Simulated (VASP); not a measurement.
A run of VASP 6.6.1 is set up as follows.

INCAR

```
PREC = Accurate ; ENCUT = 520
EDIFF = 1E-7 ; ISMEAR = 0
SIGMA = 0.1 ; LREAL = Auto
LASPH = True ; NELM = 100
ALGO = Normal ; ISIF = 2
LWAVE = False ; LCHARG = True
LDIPOL = True ; IDIPOL = 3
DIPOL = 0.5 0.5 0.499 ; GGA = PE
LELF = True ; LVHAR = True
LVACPOTAV = True ; NBANDS = 126
```

File KPOINTS:

```
regular mesh
0
Gamma
  4 4 1
```

Contents of POSCAR:

```
Ru
1.0
    5.4400501816      0.0000000000      0.0000000000
   -2.7200250908      4.7112216551      0.0000000000
    0.0000000000      0.0000000000     22.4451542449
Ru
16
Direct
    0.3333333333      0.1666666667      0.3564243717
    0.3333333333      0.6666666667      0.3564243717
    0.8333333333      0.1666666667      0.3564243717
    0.8333333333      0.6666666667      0.3564243717
    0.1666666667      0.3333333333      0.4521414572
    0.1666666667      0.8333333333      0.4521414572
    0.6666666667      0.3333333333      0.4521414572
    0.6666666667      0.8333333333      0.4521414572
    0.3333333333      0.1666666667      0.5483207633
    0.3333333333      0.6666666667      0.5483207633
    0.8333333333      0.1666666667      0.5483207633
    0.8333333333      0.6666666667      0.5483207633
    0.1666666667      0.3333333333      0.6402730322
    0.1666666667      0.8333333333      0.6402730322
    0.6666666667      0.3333333333      0.6402730322
    0.6666666667      0.8333333333      0.6402730322
```

Potentials or basis: VASP PAW PBE potentials, release 64 (Ru_pv).

Launch:

```console
$ cat potpaw_PBE.64/Ru_pv/POTCAR > POTCAR
$ mpirun -np 1 vasp_std > vasp.out
```

(1) Estimate the band gap on the k mesh.

(2) What does it give for the largest force?

## Answers

(1) zero (bands 112 and 113 overlap by 1.19 eV).

(2) 0.719 eV/Å.
